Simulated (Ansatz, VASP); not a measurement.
# La in VASP and in Ansatz

Contents of INCAR:

```
SYSTEM = La
PREC = Accurate
ENCUT = 520
EDIFF = 1E-6
ISMEAR = -1
SIGMA = 0.05
LREAL = .FALSE.
LASPH = .TRUE.
NELM = 60
ALGO = Normal
ISIF = 2
LWAVE = .FALSE.
LCHARG = .FALSE.
NBANDS = 18
```

File KPOINTS:

```
regular mesh
0
G
  11 11 11
  0 0 0
```

Contents of POSCAR:

```
La
1.0
    0.0000000000      2.6186087580      2.6186087580
    2.6186087580      0.0000000000      2.6186087580
    2.6186087580      2.6186087580      0.0000000000
La
2
Direct
   -0.1250000000     -0.1250000000     -0.1250000000
    0.1250000000      0.1250000000      0.1250000000
```

Input for Ansatz:

```yaml
crystal:
  lattice:
    - [0.0, 2.618608758, 2.618608758]
    - [2.618608758, 0.0, 2.618608758]
    - [2.618608758, 2.618608758, 0.0]
  atoms:
    - { symbol: La, position: [-0.125, -0.125, -0.125] }
    - { symbol: La, position: [0.125, 0.125, 0.125] }
kpoints:
  mp_grid: { grid: [11, 11, 11] }
scf:
  occupations: { method: fermi_dirac, width: 0.05 }
hamiltonian:
  xc: lda
  pseudopotentials: { kind: all_electron, lapw: { basis_error: 0.001 } }
output:
  forces: true
  stress: true
  eigenvalues: true
  populations: true
```

Change from the starting cell: volume scaled by 0.52, LAPW.

Alike in both runs: task single point; functional LDA; k mesh 11 × 11 × 11; occupations fermi-dirac, width 0.05 eV; no spin polarisation.

|  | VASP | Ansatz |
| --- | --- | --- |
| version | VASP 6.6.1 | Ansatz 0.2.0 |
| potentials or method | VASP PAW LDA potentials, release 64 (La), cutoff 520 eV | all-electron LAPW, scalar-relativistic |

|  | VASP | Ansatz | Ansatz less VASP |
| --- | --- | --- | --- |
| pressure (GPa) | 185.7 | 184.6 | -1.09 |

LDA's correlation is that of Perdew and Zunger in VASP and of Perdew and Wang (1992) in Ansatz. Both programs put the cell under a high pressure, so it lies far from rest at this level. Ansatz ran all-electron here, and VASP with PAW potentials.

Spin-orbit coupling is off throughout. Noted on VASP's run: the cell as given lies far from equilibrium.
